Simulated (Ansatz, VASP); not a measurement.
# TiAl3: VASP beside Ansatz

INCAR

```
SYSTEM = TiAl3
ALGO = Fast
EDIFF = 1E-6
ENCUT = 520
GGA = PS
ISIF = 2
ISMEAR = 0
LASPH = .True.
LCHARG = .False.
LREAL = .False.
LWAVE = .False.
NBANDS = 18
NELM = 100
PREC = Accurate
SIGMA = 0.1
```

The input KPOINTS:

```
k-points
0
Gamma
  10 10 10
  0 0 0
```

POSCAR

```
TiAl3
1.0
    3.9556712500      0.0000000000      0.0000000000
    0.0000000000      3.9556712500      0.0000000000
    0.0000000000      0.0000000000      3.9556712500
Ti Al
1 3
Direct
    0.0000000000      0.0000000000      0.0000000000
    0.5000000000      0.5000000000      0.0000000000
    0.5379202392      0.0000000000      0.5000000000
    0.0000000000      0.5000000000      0.5000000000
```

Input for Ansatz:

```yaml
crystal:
  lattice:
    - [3.95567125, 0.0, 0.0]
    - [0.0, 3.95567125, 0.0]
    - [0.0, 0.0, 3.95567125]
  atoms:
    - { symbol: Ti, position: [0.0, 0.0, 0.0] }
    - { symbol: Al, position: [0.5, 0.5, 0.0] }
    - { symbol: Al, position: [0.5379202392, 0.0, 0.5] }
    - { symbol: Al, position: [0.0, 0.5, 0.5] }
basis:
  ecutwfc: 420
kpoints:
  mp_grid: { grid: [10, 10, 10] }
hamiltonian:
  xc: pbesol
scf:
  occupations: { method: gaussian, width: 0.1 }
output:
  forces: true
  stress: true
  eigenvalues: true
  write_density: true
  write_potential: true
  elf: true
  volumetric_format: npy
```

Change from the starting cell: one atom moved.

Alike in both runs: task single point; functional PBEsol; k mesh 10 × 10 × 10; occupations gaussian, width 0.1 eV; no spin polarisation.

|  | VASP | Ansatz |
| --- | --- | --- |
| version | VASP 6.6.1 | Ansatz 0.2.0 |
| potentials or method | VASP PAW PBE potentials, release 64 (Ti_sv, Al), cutoff 520 eV | scalar-relativistic, plane waves, PAW |
| valence electrons in the cell | 21 | 21 |

Ansatz gave:

* gap on the k mesh at the Fermi level (eV): none
* pressure (GPa): 0.0
* traceless stress, the component that is largest in VASP (GPa): -0.12
* rms of the force components (eV/Å): 0.383

Problem. What did VASP give for the same quantities?

Solution. gap on the k mesh at the Fermi level (eV): none; pressure (GPa): -0.1; traceless stress, the component that is largest in VASP (GPa): -0.11; rms of the force components (eV/Å): 0.384.

VASP's potentials were made for PBE, not for PBEsol. Atom by atom the forces differ by 0.002 eV/Å (rms over components). A gap of «none» marks a metal or a gap that the smearing closes. With one functional, cell and mesh, what is left measures potentials, basis and numerics.
